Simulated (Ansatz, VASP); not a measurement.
# Ni: VASP beside Ansatz

File INCAR:

```
PREC = Accurate ; ENCUT = 520
EDIFF = 1E-6 ; ISMEAR = -1
SIGMA = 0.05 ; LREAL = False
LASPH = True ; NELM = 150
ALGO = Normal ; ISIF = 2
LWAVE = False ; LCHARG = False
ISPIN = 2 ; MAGMOM = -0.852 -0.852
LORBIT = 11 ; LMAXMIX = 4
GGA = RP ; NBANDS = 21
```

File KPOINTS:

```
regular mesh
0
Gamma
  12 12 12
```

The input POSCAR:

```
Ni
1.0
    0.0000000000      2.6159547817      2.6159547817
    2.6159547817      0.0000000000      2.6159547817
    2.6159547817      2.6159547817      0.0000000000
Ni
2
Direct
    0.1250000000      0.1250000000      0.1250000000
    0.8750000000      0.8750000000      0.8750000000
```

Input for Ansatz:

```yaml
crystal:
  lattice:
    - [0.0, 2.6159547817, 2.6159547817]
    - [2.6159547817, 0.0, 2.6159547817]
    - [2.6159547817, 2.6159547817, 0.0]
  atoms:
    - { symbol: Ni, position: [0.125, 0.125, 0.125], spin: -0.852 }
    - { symbol: Ni, position: [0.875, 0.875, 0.875], spin: -0.852 }
hamiltonian:
  xc: rpbe
  pseudopotentials:
    kind: paw
    azcp:
      Ni: "pseudopotentials/Ni.paw.azcp"
basis:
  ecutwfc: 420
  fft_grid_basis: typed
kpoints:
  mp_grid: { grid: [12, 12, 12], shift: [0, 0, 0] }
magnetization:
  spin_polarized: true
scf:
  occupations: { method: fermi_dirac, width: 0.05 }
  lower_state_search: "off"
output:
  stress: true
```

Alike in both runs: task single point; functional RPBE; k mesh 12 × 12 × 12; occupations fermi-dirac, width 0.05 eV; collinear spin.

|  | VASP | Ansatz |
| --- | --- | --- |
| version | VASP 6.6.1 | Ansatz 0.2.0 |
| potentials or method | VASP PAW PBE potentials, release 64 (Ni), cutoff 520 eV | plane waves (420 eV) with PAW, scalar-relativistic |
| valence electrons in the cell | 20 | 36 |

|  | VASP | Ansatz | Ansatz less VASP |
| --- | --- | --- | --- |
| pressure (GPa) | -2.7 | -2.8 | -0.14 |
| net moment per atom (μB) | 0.79 | 0.81 | +0.014 |
| size of the moment on the site where the two differ most (μB) | 0.81 | 0.86 | +0.048 |

VASP's potentials were made for PBE, not for RPBE. Site moments also hang on the region over which each program counts them. VASP's potentials hold 20 valence electrons a cell and Ansatz's 36, so a difference there can come from the potentials and not from the codes.
